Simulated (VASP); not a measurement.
A run of VASP 6.6.1 is set up as follows.

INCAR

```
SYSTEM = ZnGa2O4
PREC = Accurate ; ENCUT = 520
EDIFF = 1E-6 ; ISMEAR = 0
SIGMA = 0.03 ; LREAL = .False.
LASPH = .True. ; NELM = 80
ALGO = Normal ; ISIF = 2
LWAVE = .False. ; LCHARG = .False.
LNONCOLLINEAR = .True. ; MAGMOM = 0 0 0 0 0 0 0 0 0 0 0 0 0 0 0 0 0 0 0 0 0 0 0 0 0 0 0 0 0 0 0 0 0 0 0 0 0 0 0 0 0 0
LORBIT = 11 ; LSORBIT = .True.
GGA_COMPAT = .False. ; GGA = PE
KPAR = 4
```

The input KPOINTS:

```
Automatic mesh
0
Gamma
  4 4 4
  0 0 0
```

Contents of POSCAR:

```
ZnGa2O4                                 
1.0
    0.0000000000      4.1746942910      4.1746942910
    4.1746942910      0.0000000000      4.1746942910
    4.1746942910      4.1746942910      0.0000000000
  Zn              Ga              O             
     2     4     8
Direct
     0.5000000000000000    0.5000000000000000    0.5000000000000000
     0.7500000000000000    0.7500000000000000    0.7500000000000000
     0.1250000000000000    0.1250000000000000    0.6250000000000000
     0.1250000000000000    0.6250000000000000    0.1250000000000000
     0.6250000000000000    0.1250000000000000    0.1250000000000000
     0.1250000000000000    0.1250000000000000    0.1250000000000000
     0.8863900171037287    0.3408299486888069    0.8863900171037287
     0.3636099828962713    0.3636099828962713    0.9091700513111931
     0.3636099828962713    0.3636099828962713    0.3636099828962713
     0.9091700513111931    0.3636099828962713    0.3636099828962713
     0.8863900171037287    0.8863900171037287    0.8863900171037287
     0.3408299486888069    0.8863900171037287    0.8863900171037287
     0.3636099828962713    0.9091700513111931    0.3636099828962713
     0.8863900171037287    0.8863900171037287    0.3408299486888069
```

The input KPOINTS_OPT:

```
explicit points
202
Reciprocal
 0.0000000000  0.0000000000  0.0000000000 1
 0.0555555556  0.0000000000  0.0555555556 1
 0.1111111111  0.0000000000  0.1111111111 1
 0.1666666667  0.0000000000  0.1666666667 1
 0.2222222222  0.0000000000  0.2222222222 1
 0.2777777778  0.0000000000  0.2777777778 1
[... 194 lines left out ...]
 0.4835701700  0.0164298300  0.5000000000 1
 0.5164298300 -0.0164298300  0.5000000000 1
```

Potentials or basis: VASP PAW PBE potentials, release 64 (Zn, Ga_d, O).

Command:

```console
$ cat potpaw_PBE.64/Zn/POTCAR potpaw_PBE.64/Ga_d/POTCAR potpaw_PBE.64/O/POTCAR > POTCAR
$ mpirun -np 4 vasp_ncl > vasp.out
```

**Question.** What does it give for the pressure?

**Answer.** 7.7 GPa.

**Question.** Predict the largest force.

**Answer.** 0.101 eV/Å.

Forces in eV/Å, atoms in the order of the input:
```
Zn   0.000  0.000  0.000
Zn   0.000  0.000  0.000
Ga   0.000  0.000  0.000
Ga   0.000  0.000  0.000
Ga   0.000  0.000  0.000
Ga   0.000  0.000  0.000
O    0.058 -0.058  0.058
O   -0.058 -0.058  0.058
O    0.058  0.058  0.058
O    0.058 -0.058 -0.058
O   -0.058 -0.058 -0.058
O   -0.058  0.058  0.058
O   -0.058  0.058 -0.058
O    0.058  0.058 -0.058
```

Caveat: the cell stands under pressure.
